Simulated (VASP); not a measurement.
The system is AlNi.

```
Ni Al
1.0
     2.88100    0.00000    0.00000
     0.00000    2.88100    0.00000
     0.00000    0.00000    2.88100
Ni Al
1 1
Direct
  0.50000 0.50000 0.50000
  0.00000 0.00000 0.00000
```

- Program: VASP 6.6.1
- Task: relaxation of cell and atoms
- Functional: PBEsol
- Potentials or basis: VASP PAW PBE potentials, release 64 (Ni, Al)
- Cutoff: 600 eV
- k mesh: 9 × 9 × 9
- Occupations: fermi-dirac, width 0.05 eV
- Spin: collinear spin, ferromagnetic start
- Starting moments: [1.0, 0.0] μB

At the start: pressure -3.2 GPa; volume 11.96 Å³/atom.

Question: Where does the relaxation end?

Answer: Over 3 steps the energy falls by 2.4 meV/atom and the volume is 11.72 Å³/atom (-2.0 %); space group Pm-3m (No. 221, to 0.1 Å) before and after; moment 0.00 μB per cell.

The path:
```csv
step,energy change (eV),largest force (eV/Å),pressure (GPa),volume (Å³)
1,0.0000,0.0000,-3.20,23.91
2,-0.0019,0.0000,2.76,23.09
3,-0.0048,0.0000,0.01,23.44
```

Final structure:
```
Ni Al
1.0
     2.86204    0.00000    0.00000
     0.00000    2.86204    0.00000
     0.00000    0.00000    2.86204
Ni Al
1 1
Direct
  0.50000 0.50000 0.50000
  0.00000 0.00000 0.00000
```

Caveat: the PAW data sets were made with another functional, which shifts forces and pressure a little.
